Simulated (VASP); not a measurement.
A run of VASP 6.6.1 is set up as follows.

Contents of INCAR:

```
SYSTEM = Al12H
  PREC = Accurate
  ENCUT = 520
  EDIFF = 1E-6
  ISMEAR = 0
  SIGMA = 0.1
  LREAL = .False.
  LASPH = .True.
  NELM = 60
  ALGO = Normal
  ISIF = 2
  LWAVE = .False.
  LCHARG = .False.
  LDIPOL = .True.
  IDIPOL = 3
  DIPOL = 0.5 0.5 0.327
  NBANDS = 30
```

The input KPOINTS:

```
Automatic mesh
0
Gamma
  6 6 1
  0 0 0
```

POSCAR

```
Al12H
1.0
    5.6336864728      0.0000000000      0.0000000000
   -2.8168432364      4.8789156024      0.0000000000
    0.0000000000      0.0000000000     20.0321727773
Al H
12 1
Direct
    0.3333333334      0.1666666667      0.1996787889
    0.3333333334      0.6666666667      0.1996787889
    0.8333333334      0.1666666667      0.1996787889
    0.8333333333      0.6666666667      0.1996787889
    0.1666666667      0.3333333333      0.3128097090
    0.1666666667      0.8333333333      0.3128097090
    0.6666666666      0.3333333333      0.3128097090
    0.6666666667      0.8333333333      0.3128097090
    0.0000000000      0.0000000000      0.4259234818
    0.0000000000      0.5000000000      0.4259234818
    0.5000000000      0.0000000000      0.4259234818
    0.5000000000      0.5000000000      0.4259234818
    0.0833333334      0.1666666667      0.4976364090
```

Potentials or basis: VASP PAW LDA potentials, release 64 (Al, H).

Launch:

```console
$ cat potpaw_LDA.64/Al/POTCAR potpaw_LDA.64/H/POTCAR > POTCAR
$ mpirun -np 1 vasp_std > vasp.out
```

Question: What does it give for the band gap on the k mesh?

Answer: Zero (an odd number of electrons rules out a gap without spin polarisation).

Question: What does it give for the largest force?

Answer: 0.387 eV/Å.

Forces on the atoms (eV/Å):
```
Al   0.097 -0.020 -0.082
Al   0.000  0.079 -0.060
Al  -0.097 -0.020 -0.082
Al   0.000 -0.030 -0.129
Al   0.000  0.108  0.272
Al   0.113 -0.073 -0.006
Al   0.000  0.127 -0.078
Al  -0.113 -0.073 -0.006
Al   0.000 -0.232  0.309
Al  -0.101  0.089 -0.012
Al   0.000 -0.059 -0.127
Al   0.101  0.089 -0.012
H    0.000  0.016  0.013
```
